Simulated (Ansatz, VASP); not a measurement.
## One calculation of B3C2, two programs

```xyz
10
Lattice="5.9107 0.0000 0.0000 -2.9553 5.1188 0.0000 0.0000 0.0000 3.6483" Properties=species:S:1:pos:R:3 pbc="T T T"
B     2.2876    3.1524    0.9121
B     0.9185    4.7139    2.7362
B     4.5416    1.5615    0.9121
B    -1.5862    3.5573    2.7362
B     0.6678    1.9664    2.7362
B     2.0368    0.4049    0.9121
C     2.9553    1.7063    2.7362
C     0.0000    3.4125    0.9121
C     0.0000    0.0000    1.8242
C     0.0000    0.0000    0.0000
```

Change from the starting cell: species swapped into the Er3Ru2 type (P6_3/m, No. 176).

Alike in both runs: task relaxation of cell and atoms; functional PBE; k mesh 3 × 3 × 6; occupations gaussian, width 0.1 eV; no spin polarisation.

|  | VASP | Ansatz |
| --- | --- | --- |
| version | VASP 6.6.1 | Ansatz 0.2.0 |
| potentials or method | VASP PAW PBE potentials, release 64 (B, C), cutoff 600 eV | scalar-relativistic, plane waves, PAW |
| valence electrons in the cell | 34 | 34 |

|  | VASP | Ansatz | Ansatz less VASP |
| --- | --- | --- | --- |
| gap on the k mesh at the Fermi level, each at its own relaxed structure (eV) | none | none | - |
| relaxed volume (Å³/atom) | 6.87 | 6.89 | +0.017 |
| relaxed length of the cell vector where the two differ most in proportion (Å) | 5.077 | 5.103 | +0.0252 |

A gap of «none» marks a metal or a gap that the smearing closes.

The k mesh is coarse, so the values compare programs but aren't converged. Noted on VASP's run: the volume moved by over 15 % at a fixed basis, so the end points are rough.
